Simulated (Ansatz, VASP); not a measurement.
**One calculation of CdSeS4, two programs**

```
Cd Se S
1.0
     5.16330    0.00000    0.00000
     0.00000    5.16330    0.00000
     0.00000    0.00000    4.99718
Cd Se S
1 1 4
Cartesian
  2.5816 2.5816 2.4986
  0.0000 0.0000 0.0000
  2.5816 0.0000 3.9565
  0.0000 2.5816 1.0406
  2.5816 0.0000 1.0406
  0.0000 2.5816 3.9565
```

Change from the starting cell: species swapped into the Na4TeSe type (P4/mmm, No. 123).

Alike in both runs: functional PBE; k mesh 8 × 8 × 8; occupations gaussian, width 0.1 eV; no spin polarisation.

Ansatz relaxed the structure, and its values are those at the end. VASP's run is a single point on that final structure, the one shown.

```csv
,VASP,Ansatz
version,VASP 6.6.1,Ansatz 0.2.0
potentials or method,"VASP PAW PBE potentials, release 64 (Cd, Se, S), cutoff 520 eV","scalar-relativistic, plane waves, PAW"
valence electrons in the cell,42,60
```

|  | VASP | Ansatz | Ansatz less VASP |
| --- | --- | --- | --- |
| gap on the k mesh at the Fermi level (eV) | none | none | - |
| pressure (GPa) | -0.1 | 0.0 | +0.14 |
| rms of the force components (eV/Å) | 0.066 | 0.000 | -0.0655 |

A gap of «none» marks a metal or a gap that the smearing closes. VASP's potentials hold 42 valence electrons a cell and Ansatz's 60, so a difference there can come from the potentials and not from the codes.
